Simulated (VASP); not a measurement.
# NaCl (Fm-3m) in VASP: further runs, part 3 of 3

VASP 6.6.1. The steps go on from the part before.

## Step 5: Single point, PBE-based global hybrid with 35 % exact exchange

Input file POSCAR:

```
NaCl
1.0
    0.0000000000      2.8026988303      2.8026988303
    2.8026988303      0.0000000000      2.8026988303
    2.8026988303      2.8026988303      0.0000000000
Na Cl
1 1
Direct
    0.0000000000      0.0000000000      0.0000000000
    0.5000000000      0.5000000000      0.5000000000
```

Input file INCAR.step1:

```
SYSTEM = NaCl
  ALGO = Normal
  EDIFF = 1E-5
  ENCUT = 520
  GGA = PE
  ISIF = 2
  ISMEAR = 0
  LASPH = .TRUE.
  LREAL = .FALSE.
  LWAVE = .TRUE.
  NBANDS = 14
  NELM = 60
  PREC = Accurate
  SIGMA = 0.01
```

Input file INCAR.step2:

```
SYSTEM = NaCl
  AEXX = 0.35
  ALGO = Normal
  EDIFF = 1E-6
  ENCUT = 520
  GGA = PE
  ISIF = 2
  ISMEAR = 0
  ISTART = 1
  LASPH = .TRUE.
  LCHARG = .TRUE.
  LELF = .TRUE.
  LHFCALC = .TRUE.
  LREAL = .FALSE.
  LVHAR = .TRUE.
  LWAVE = .FALSE.
  NBANDS = 14
  NELM = 60
  PREC = Accurate
  PRECFOCK = Normal
  SIGMA = 0.01
```

Input file KPOINTS:

```
k-points
0
G
  4 4 4
  0 0 0
```

Potentials or basis: VASP PAW PBE potentials, release 64 (Na_pv, Cl).

Run with:

```sh
> cat potpaw_PBE.64/Na_pv/POTCAR potpaw_PBE.64/Cl/POTCAR > POTCAR
> cp INCAR.step1 INCAR
> mpirun -np 1 vasp_std > vasp.out
> cp INCAR.step2 INCAR
> mpirun -np 1 vasp_std > vasp.out
```

OUTCAR:

```text
SYSTEM = NaCl
   AEXX = 0.35
   EDIFF = 1E-6
   ENCUT = 520
   GGA = PE
   ISIF = 2
   ISMEAR = 0
   ISTART = 1
   LASPH = .TRUE.
   LHFCALC = .TRUE.
   LREAL = .FALSE.
   NELM = 60
   PREC = Accurate
   PRECFOCK = Normal

 ion  position               nearest neighbor table
   1  0.000  0.000  0.000-
   2  0.500  0.500  0.500-

  LATTYP: Found a face centered cubic cell.
 ALAT       =     5.6053976606

  Lattice vectors:

 A1 = (   0.0000000000,   2.8026988303,   2.8026988303)
 A2 = (   2.8026988303,   0.0000000000,   2.8026988303)
 A3 = (   2.8026988303,   2.8026988303,   0.0000000000)

Analysis of symmetry for initial positions (statically):
=====================================================================
 Subroutine PRICEL returns:
 Original cell was already a primitive cell.

 Routine SETGRP: Setting up the symmetry group for a
 face centered cubic supercell.

 Subroutine GETGRP returns: Found 48 space group operations
 (whereof 48 operations were pure point group operations)
 out of a pool of 48 trial point group operations.

The static configuration has the point symmetry O_h .

Analysis of symmetry for dynamics (positions and initial velocities):
=====================================================================
 Subroutine PRICEL returns:
 Original cell was already a primitive cell.

 Routine SETGRP: Setting up the symmetry group for a
 face centered cubic supercell.

 Subroutine GETGRP returns: Found 48 space group operations
 (whereof 48 operations were pure point group operations)
 out of a pool of 48 trial point group operations.

The dynamic configuration has the point symmetry O_h .

 Subroutine INISYM returns: Found 48 space group operations
 (whereof 48 operations are pure point group operations),
 and found     1 'primitive' translations

----------------------------------------------------------------------------------------

                                     Primitive cell

  volume of cell :      44.0311

  direct lattice vectors                    reciprocal lattice vectors
[... 110 lines left out ...]
 Gauss-broadening in eV      SIGMA  =   0.01
  energy-cutoff  :      520.00
  volume of cell :       44.03
 maximum number of plane-waves:      1243
 NGX is ok and might be reduce to    30
  NGX = 24; NGY = 24; NGZ = 24

 number of electron      14.0000003 magnetization

 Free energy of the ion-electron system (eV)
  ---------------------------------------------------
  ext. energy  EPLUGINS =         0.00000000
  ---------------------------------------------------
  free energy    TOTEN  =        -9.08260991 eV

  energy without entropy =       -9.08260991  energy(sigma->0) =       -9.08260991

 E-fermi :  -2.4936     XC(G=0):  -5.7852

 val. band max:       -2.5995311993   @ k =   0.0000   0.0000   0.0000
 cond. band min:       5.5606412661   @ k =   0.0000   0.0000   0.0000
 fundamental gap:      8.1601724655
 Fermi energy:        -2.4935627119

 k-point     1 :       0.0000    0.0000    0.0000
  band No.  band energies     occupation
      1     -26.2807      2.00000
      2     -26.2807      2.00000
      3     -26.2807      2.00000
      4     -17.0037      2.00000
      5      -2.5995      2.00000
      6      -2.5995      2.00000
      7      -2.5995      2.00000
      8       5.5606      0.00000
      9      11.7352      0.00000
     10      11.7352      0.00000
     11      11.7352      0.00000
     12      14.1769      0.00000
     13      14.1769      0.00000
     14      15.3321      0.00000
[... 105 lines left out ...]
      1     -26.2948      2.00000
      2     -26.2948      2.00000
      3     -26.2906      2.00000
      4     -16.5275      2.00000
      5      -3.9602      2.00000
      6      -3.9602      2.00000
      7      -3.4478      2.00000
      8       9.5343      0.00000
      9      10.2416      0.00000
     10      10.2416      0.00000
     11      12.1499      0.00000
     12      16.7620      0.00000
     13      16.7620      0.00000
     14      17.5063      0.00000

------------------------ aborting loop because EDIFF is reached ----------------------------------------

  FORCE on cell =-STRESS in cart. coord.  units (eV):
  Direction    XX          YY          ZZ          XY          YZ          ZX
  --------------------------------------------------------------------------------------
  -------------------------------------------------------------------------------------
  Total        0.0876467      0.0876467      0.0876467     -0.0000000     -0.0000000      0.0000000
  in kB        3.1892392      3.1892392      3.1892392     -0.0000000     -0.0000000      0.0000000
  external PRESSURE =       3.1892392 kB  Pullay stress =       0.0000000 kB

 VOLUME and BASIS-vectors are now :
 -----------------------------------------------------------------------------
  energy-cutoff  :      520.00
  volume of cell :       44.03
      direct lattice vectors                 reciprocal lattice vectors
     0.000000000  2.802698830  2.802698830    -0.178399475  0.178399475  0.178399475
     2.802698830  0.000000000  2.802698830     0.178399475 -0.178399475  0.178399475
     2.802698830  2.802698830  0.000000000     0.178399475  0.178399475 -0.178399475

 POSITION                                       TOTAL-FORCE (eV/Angst)
 -----------------------------------------------------------------------------------
      0.00000      0.00000      0.00000         0.000000      0.000000     -0.000000
      2.80270      2.80270      2.80270        -0.000000     -0.000000      0.000000
 -----------------------------------------------------------------------------------
    total drift:                               -0.000000     -0.000000     -0.000000

  FREE ENERGIE OF THE ION-ELECTRON SYSTEM (eV)
  ---------------------------------------------------
  free  energy   TOTEN  =        -9.0826099080 eV

  energy  without entropy=       -9.0826099080  energy(sigma->0) =       -9.08260991
```

OUTCAR.step1:

```text
SYSTEM = NaCl
   EDIFF = 1E-5
   ENCUT = 520
   GGA = PE
   ISIF = 2
   ISMEAR = 0
[... 340 lines left out ...]
      0.00000      0.00000      0.00000        -0.000000      0.000000     -0.000000
      2.80270      2.80270      2.80270         0.000000     -0.000000      0.000000
 -----------------------------------------------------------------------------------
    total drift:                               -0.000000      0.000000      0.000000

  FREE ENERGIE OF THE ION-ELECTRON SYSTEM (eV)
  ---------------------------------------------------
  free  energy   TOTEN  =        -6.7675743840 eV

  energy  without entropy=       -6.7675743840  energy(sigma->0) =       -6.76757438
```

OSZICAR.step1:

```text
N       E                     dE             d eps       ncg     rms          rms(c)
DAV:   1     0.967574412396E+02    0.96757E+02   -0.71831E+03   224   0.103E+03
DAV:   2     0.122193359524E+01   -0.95536E+02   -0.89917E+02   242   0.273E+02
DAV:   3    -0.684018573747E+01   -0.80621E+01   -0.80082E+01   290   0.732E+01
DAV:   4    -0.696061686206E+01   -0.12043E+00   -0.12036E+00   266   0.944E+00
DAV:   5    -0.696304472988E+01   -0.24279E-02   -0.24278E-02   266   0.136E+00    0.216E+00
DAV:   6    -0.677356859594E+01    0.18948E+00   -0.31265E-01   266   0.327E+00    0.161E+00
DAV:   7    -0.676200574124E+01    0.11563E-01   -0.82703E-02   298   0.165E+00    0.110E+00
DAV:   8    -0.676758845579E+01   -0.55827E-02   -0.95425E-03   248   0.854E-01    0.296E-01
DAV:   9    -0.676747046836E+01    0.11799E-03   -0.21614E-04   290   0.114E-01    0.159E-01
DAV:  10    -0.676758484731E+01   -0.11438E-03   -0.30503E-04   254   0.137E-01    0.692E-02
DAV:  11    -0.676757407017E+01    0.10777E-04   -0.20300E-05   264   0.419E-02    0.128E-02
DAV:  12    -0.676757438398E+01   -0.31381E-06   -0.18107E-06   172   0.130E-02
   1 F= -.67675744E+01 E0= -.67675744E+01  d E =-.164374E-22
```

Wall time 5.4 min (1 thread of Intel Xeon 8259CL, shared host); peak memory 0.17 GiB.

What came out:

```
Free energy            : -9.0826 eV
Pressure               : 0.3 GPa
Band gap on the k mesh : 8.16 eV
```

Levels at points of the mesh, in eV from the valence-band top:
| k point | band 3 | band 4 | band 5 | band 6 | band 7 | band 8 | band 9 | band 10 | band 11 | band 12 |
| --- | --- | --- | --- | --- | --- | --- | --- | --- | --- | --- |
| (0.00, 0.00, 0.00) | -23.68 | -14.40 | 0.00 | 0.00 | 0.00 | 8.16 | 14.33 | 14.33 | 14.33 | 16.78 |
| (0.50, 0.00, 0.00) | -23.68 | -14.01 | -2.18 | -0.31 | -0.31 | 10.26 | 14.14 | 14.26 | 14.26 | 18.40 |
| (0.50, 0.50, 0.00) | -23.69 | -13.95 | -1.91 | -0.69 | -0.69 | 10.72 | 10.99 | 14.73 | 18.43 | 18.43 |

Caveat: the k points lie up to 0.49 Å⁻¹ apart; the PAW data sets were made with another functional, which shifts forces and pressure a little.

## Step 6: The runs side by side

```tsv
level	k mesh	grid for exact exchange (PRECFOCK)	share of exact exchange	screening parameter	gap on the mesh (eV)	pressure (GPa)
PBE	6 × 6 × 6	-	-	-	5.18	1.2
HSE06	4 × 4 × 4	Normal	0.25	0.2079 1/Å	6.55	0.7
PBE-based global hybrid with 100 % exact exchange	4 × 4 × 4	Normal	1	-	13.87	-1.3
PBE-based global hybrid with 35 % exact exchange	4 × 4 × 4	Normal	0.35	-	8.16	0.3
```

Alike in all rows: task single point; potentials or basis VASP PAW PBE potentials, release 64 (Na_pv, Cl); no spin polarisation; cell as given; cutoff (eV) 520; smearing gaussian 0.01 eV.

Caveats: some runs use coarse meshes; the PAW data sets were made with another functional, which shifts forces and pressure a little (at least some runs).

Absolute energies hang on the potentials; compare differences alone.
